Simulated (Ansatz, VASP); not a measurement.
## Two plane-wave programs on SnSe

Contents of POSCAR:

```
SnSe
1.0
    0.0000000000      3.0512380011      2.9291884811
    3.0512380011      0.0000000000      2.9291884811
    3.0512380011      3.0512380011      0.0000000000
Sn Se
1 1
Direct
    0.0000000000      0.0000000000      0.0000000000
    0.5000000000      0.5000000000      0.5000000000
```

The input INCAR.step1:

```
ALGO = Normal
EDIFF = 1E-4
ENCUT = 520
GGA = PE
ISMEAR = 0
LASPH = T
LCHARG = F
LREAL = F
LWAVE = T
NBANDS = 17
NELM = 60
PREC = Accurate
SIGMA = 0.05
```

File INCAR.step2:

```
ALGO = Normal
EDIFF = 1E-7
ENCUT = 520
ISIF = 2
ISMEAR = 0
ISTART = 1
LASPH = T
LCHARG = F
LMIXTAU = T
LREAL = F
LWAVE = F
METAGGA = R2SCAN
NBANDS = 17
NELM = 60
PREC = Accurate
SIGMA = 0.05
```

File KPOINTS:

```
k-points
0
Gamma
  12 12 12
```

Input for Ansatz:

```yaml
crystal:
  lattice:
    - [0.0, 3.0512380011, 2.9291884811]
    - [3.0512380011, 0.0, 2.9291884811]
    - [3.0512380011, 3.0512380011, 0.0]
  atoms:
    - { symbol: Sn, position: [0.0, 0.0, 0.0] }
    - { symbol: Se, position: [0.5, 0.5, 0.5] }
basis:
  ecutwfc: 500
kpoints:
  mp_grid: { grid: [12, 12, 12] }
hamiltonian:
  xc: r2scan
scf:
  occupations: { method: gaussian, width: 0.05 }
output:
  forces: true
  stress: true
  eigenvalues: true
```

Alike in both runs: task single point; functional r2SCAN; k mesh 12 × 12 × 12; occupations gaussian, width 0.05 eV; no spin polarisation.

|  | VASP | Ansatz |
| --- | --- | --- |
| version | VASP 6.6.1 | Ansatz 0.2.0 |
| potentials or method | VASP PAW PBE potentials, release 64 (Sn_d, Se), cutoff 520 eV | scalar-relativistic, plane waves, PAW |
| valence electrons in the cell | 20 | 30 |

VASP gave:

| Quantity | Value |
| --- | --- |
| gap on the k mesh at the Fermi level (eV) | 0.35 |
| least direct gap on the mesh (eV) | 0.49 |
| pressure (GPa) | 0.3 |
| traceless stress, the component that is largest in VASP (GPa) | 3.63 |

Problem. Which values does Ansatz return?

Solution. gap on the k mesh at the Fermi level (eV): 0.35; least direct gap on the mesh (eV): 0.49; pressure (GPa): 0.3; traceless stress, the component that is largest in VASP (GPa): 3.62.

VASP's potentials were made for PBE, not for r2SCAN. VASP's potentials hold 20 valence electrons a cell and Ansatz's 30, so a difference there can come from the potentials and not from the codes.
